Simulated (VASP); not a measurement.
A run of VASP 6.6.1 is set up as follows.

INCAR

```
  ALGO = Normal
  EDIFF = 1E-6
  ENCUT = 500
  GGA = PS
  GGA_COMPAT = False
  ISIF = 2
  ISMEAR = 1
  LASPH = True
  LCHARG = True
  LELF = True
  LREAL = False
  LVHAR = True
  LWAVE = False
  NBANDS = 11
  NELM = 120
  PREC = Accurate
  SIGMA = 0.15
```

File KPOINTS:

```
k-points
0
Gamma
  13 13 13
```

Contents of POSCAR:

```
Pt
1.0
    0.0000000000      1.9343981026      1.9343981026
    1.9343981026      0.0000000000      1.9343981026
    1.9343981026      1.9343981026      0.0000000000
Pt
1
Direct
    0.0000000000      0.0000000000      0.0000000000
```

Potentials or basis: VASP PAW PBE potentials, release 64 (Pt).

Command:

```console
$ cat potpaw_PBE.64/Pt/POTCAR > POTCAR
$ mpirun -np 1 vasp_std > vasp.out
```

**Question.** Estimate the pressure.

**Answer.** 11.5 GPa.

**Question.** What does it give for the band gap on the k mesh?

**Answer.** Zero (band 5 reaches 12.36 eV, above the bottom of band 6 at 10.03 eV).

Caveat: the PAW data sets were made with another functional, which shifts forces and pressure a little; spin-orbit coupling is left out, which moves the levels of the heavy elements.
